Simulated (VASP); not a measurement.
# Bi (P6_3/mmc) in VASP: notebook, part 2 of 2

VASP 6.6.1.

### Step 3. Single point, PBEsol (equal xx and yy strain of +1 %)

Contents of INCAR:

```
SYSTEM = Bi
ALGO     = Normal         ! electronic algorithm
EDIFF    = 1E-6           ! SCF threshold, eV
ENCUT    = 520            ! plane-wave cutoff, eV
GGA      = PS             ! functional
ISIF     = 2              ! what is computed and relaxed
ISMEAR   = -1             ! smearing method
LASPH    = .TRUE.         ! aspherical terms in the spheres
LCHARG   = .FALSE.        ! write CHGCAR
LREAL    = .FALSE.        ! projectors in reciprocal space
LWAVE    = .FALSE.        ! write WAVECAR
NBANDS   = 22             ! bands
NELM     = 80             ! most SCF steps
PREC     = Accurate       ! precision mode
SIGMA    = 0.03           ! smearing width, eV
```

Contents of KPOINTS:

```
k-points
0
G
  9 9 3
  0 0 0
```

Contents of POSCAR:

```
Bi
1.0
    4.5843903027      0.0000000000      0.0000000000
   -2.2921951514      3.9701984631      0.0000000000
    0.0000000000      0.0000000000     11.8290000000
Bi
2
Direct
    0.3333333333      0.6666666667      0.2500000000
    0.6666666667      0.3333333333      0.7500000000
```

Potentials or basis: VASP PAW PBE potentials, release 64 (Bi_d).

Run with:

```console
> cat potpaw_PBE.64/Bi_d/POTCAR > POTCAR
> mpirun -np 1 vasp_std > vasp.out
```

OUTCAR:

```text
SYSTEM = Bi
   EDIFF = 1E-6
   ENCUT = 520
   GGA = PS
   ISIF = 2
   ISMEAR = -1
   LASPH = .TRUE.
   LREAL = .FALSE.
   NELM = 80
   PREC = Accurate

 ion  position               nearest neighbor table
   1  0.333  0.667  0.250-
   2  0.667  0.333  0.750-

  LATTYP: Found a hexagonal cell.
 ALAT       =     4.5843903027
 C/A-ratio  =     2.5802776856

  Lattice vectors:

 A1 = (   4.5843903027,   0.0000000000,   0.0000000000)
 A2 = (  -2.2921951514,   3.9701984631,   0.0000000000)
 A3 = (   0.0000000000,   0.0000000000,  11.8290000000)

Analysis of symmetry for initial positions (statically):
=====================================================================
 Subroutine PRICEL returns:
 Original cell was already a primitive cell.

 Routine SETGRP: Setting up the symmetry group for a
 hexagonal supercell.

 Subroutine GETGRP returns: Found 24 space group operations
 (whereof 12 operations were pure point group operations)
 out of a pool of 24 trial point group operations.

The static configuration has the point symmetry D_3d.
 The point group associated with its full space group is D_6h.

Analysis of symmetry for dynamics (positions and initial velocities):
=====================================================================
 Subroutine PRICEL returns:
 Original cell was already a primitive cell.

 Routine SETGRP: Setting up the symmetry group for a
 hexagonal supercell.

 Subroutine GETGRP returns: Found 24 space group operations
 (whereof 12 operations were pure point group operations)
 out of a pool of 24 trial point group operations.

The dynamic configuration has the point symmetry D_3d.
 The point group associated with its full space group is D_6h.

[... 107 lines left out ...]
   PSTRESS=    0.0 pullay stress
   NELECT =      30.0000    total number of electrons
   NUPDOWN=      -1.0000    fix difference up-down
   EMIN   =  10.00;   EMAX   =-10.00  energy-range for DOS
   EFERMI =   0.00;   METHOD = LEGACY
   ISMEAR =    -1;   SIGMA  =   0.03  broadening in eV -4-tet -1-fermi 0-gaus
   EFERMI_NEDOS =   21; number of points for ismear=-14 and -15
   IALGO  =     38    algorithm
   IMIX   =      4    mixing-type and parameters
     AMIX     =   0.40;   BMIX     =  1.00
     AMIX_MAG =   1.60;   BMIX_MAG =  1.00
  volume/ion in A,a.u.               =     107.65       726.45
  Fermi-wavevector in a.u.,A,eV,Ry     =   0.848727  1.603861  9.800785  0.720337
  Thomas-Fermi vector in A             =   1.964436
   LORBIT       =      0    0 simple, 1 ext, 2 COOP (PROOUT), +10 PAW based schemes
   GGA     = PS    functional components
   LHFCALC =     F    Hartree Fock is set to
   AEXX    =    0.0000 exact exchange contribution
   IVDW    =     0    specifies the selected vdW correction
   LEPSILON=     F    determine dielectric tensor
   LRPA    =     F    only Hartree local field effects (RPA)
 non-spin polarized calculation
  energy-cutoff  :      520.00
  volume of cell :      215.30
 maximum number of plane-waves:      5846
 NGX is ok and might be reduce to    36
   NGX = 17   NGY = 17   NGZ = 43

 number of electron      29.9999986 magnetization

 Free energy of the ion-electron system (eV)
  ---------------------------------------------------
  ext. energy  EPLUGINS =         0.00000000
  ---------------------------------------------------
  free energy    TOTEN  =        -3.24678193 eV

  energy without entropy =       -3.22439464  energy(sigma->0) =       -3.23558828

 E-fermi :  -1.2270     XC(G=0):  -5.3712

 val. band max:       -1.2278310847   @ k =   0.3333   0.1111   0.3333
 cond. band min:      -1.2219205705   @ k =   0.3333   0.0000   0.3333
 fundamental gap:      0.0059105142
 Fermi energy:        -1.2269740840

 k-point     1 :       0.0000    0.0000    0.0000
  band No.  band energies     occupation
      1     -23.9991      2.00000
      2     -23.9991      2.00000
      3     -23.9945      2.00000
      4     -23.9945      2.00000
      5     -23.9945      2.00000
      6     -23.9945      2.00000
[... 589 lines left out ...]
     21       4.3194      0.00000
     22       4.8292      0.00000

------------------------ aborting loop because EDIFF is reached ----------------------------------------

  FORCE on cell =-STRESS in cart. coord.  units (eV):
  Direction    XX          YY          ZZ          XY          YZ          ZX
  --------------------------------------------------------------------------------------
  -------------------------------------------------------------------------------------
  Total       -6.6311062     -6.6311062     -0.5434438      0.0000000     -0.0000000      0.0000000
  in kB      -49.3463156    -49.3463156     -4.0441138      0.0000000     -0.0000000      0.0000000
  external PRESSURE =     -34.2455817 kB  Pullay stress =       0.0000000 kB

 VOLUME and BASIS-vectors are now :
 -----------------------------------------------------------------------------
  energy-cutoff  :      520.00
  volume of cell :      215.30
      direct lattice vectors                 reciprocal lattice vectors
     4.584390303  0.000000000  0.000000000     0.218131515  0.125938289  0.000000000
    -2.292195151  3.970198463  0.000000000     0.000000000  0.251876577  0.000000000
     0.000000000  0.000000000 11.829000000     0.000000000  0.000000000  0.084538000

 POSITION                                       TOTAL-FORCE (eV/Angst)
 -----------------------------------------------------------------------------------
     -0.00000      2.64680      2.95725         0.000000      0.000000      0.000000
      2.29220      1.32340      8.87175        -0.000000     -0.000000      0.000000
 -----------------------------------------------------------------------------------
    total drift:                               -0.000000      0.000000      0.000000

  FREE ENERGIE OF THE ION-ELECTRON SYSTEM (eV)
  ---------------------------------------------------
  free  energy   TOTEN  =        -3.2467819302 eV

  energy  without entropy=       -3.2243946385  energy(sigma->0) =       -3.23558828
```

Run time: 73 s. Hardware: 1 thread of Intel Xeon Platinum 8259CL at 2.50GHz (Skylake/Cascade Lake), shared host; peak memory 0.36 GiB.

Results:

| Quantity | Value |
| --- | --- |
| Free energy | -3.2468 eV |
| Pressure | -3.4 GPa |
| Band gap on the k mesh | zero (bands 15 and 16 overlap by 2.03 eV) |

Stress tensor (GPa, compression positive):
```
-4.93  0.00  0.00
 0.00 -4.93  0.00
 0.00  0.00 -0.40
```

Levels at points of the mesh, in eV from the Fermi level:
```csv
k point,band 12,band 13,band 14,band 15,band 16,band 17,band 18,band 19
"(0.00, 0.00, 0.00)",-10.30,-0.80,-0.31,1.35,1.35,1.36,1.36,3.01
```

Caveat: the cell differs from its parent crystal (equal xx and yy strain of +1 %); the cell stands under tension; the PAW data sets were made with another functional, which shifts forces and pressure a little; spin-orbit coupling is left out, which moves the levels of the heavy elements.
